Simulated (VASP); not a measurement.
BAs: single point with PBEsol

Slab: BAs, a slab with vacuum.

```
CELL_PARAMETERS angstrom
6.74279 0.00000 0.00000
-1.68570 2.91972 0.00000
0.00000 0.00000 21.19365
ATOMIC_POSITIONS crystal
As 0.50000 0.00000 0.35388
As 0.00000 0.00000 0.35388
As 0.66680 0.66568 0.48683
As 0.16678 0.66563 0.48683
As 0.83415 0.33327 0.62244
As 0.33412 0.33325 0.62244
B 0.16667 0.66667 0.38635
B 0.66667 0.66667 0.38635
B 0.33349 0.33234 0.51696
B 0.83350 0.33239 0.51697
B 0.50087 0.00011 0.64118
B 0.00086 0.00010 0.64120
```

```json
{
  "Program": "VASP 6.6.1",
  "Task": "single point",
  "Functional": "PBEsol",
  "Potentials or basis": "VASP PAW PBE potentials, release 64 (As, B)",
  "Cutoff": "520 eV",
  "k mesh": "5 × 9 × 1",
  "Occupations": "gaussian, width 0.05 eV",
  "Spin": "no spin polarisation"
}
```

```yaml
Largest_force: 0.246 eV/Å
Band_gap_on_the_k_mesh: zero (band 24 reaches -0.59 eV, above the bottom of band 25 at -0.79 eV)
```

Forces on the atoms (eV/Å):
```
As  -0.001 -0.003  0.187
As  -0.001 -0.003  0.187
As  -0.001  0.002 -0.009
As   0.001  0.003 -0.010
As  -0.001 -0.001 -0.009
As  -0.001 -0.001 -0.010
B    0.004  0.001 -0.246
B    0.004  0.001 -0.246
B   -0.001 -0.001  0.047
B   -0.001 -0.003  0.047
B   -0.001  0.003  0.032
B   -0.001  0.003  0.030
```

Levels at points of the mesh, in eV from the Fermi level:
```tsv
k point	band 20	band 21	band 22	band 23	band 24	band 25	band 26	band 27	band 28	band 29
(0.00, 0.00, 0.00)	-1.05	-0.86	-0.54	0.13	0.19	0.20	1.46	1.47	2.50	2.73
```

Run time: 14 min on 1 thread of Intel Xeon 6975P-C (shared host), peak memory 0.68 GiB.

Caveat: the PAW data sets were made with another functional, which shifts forces and pressure a little.
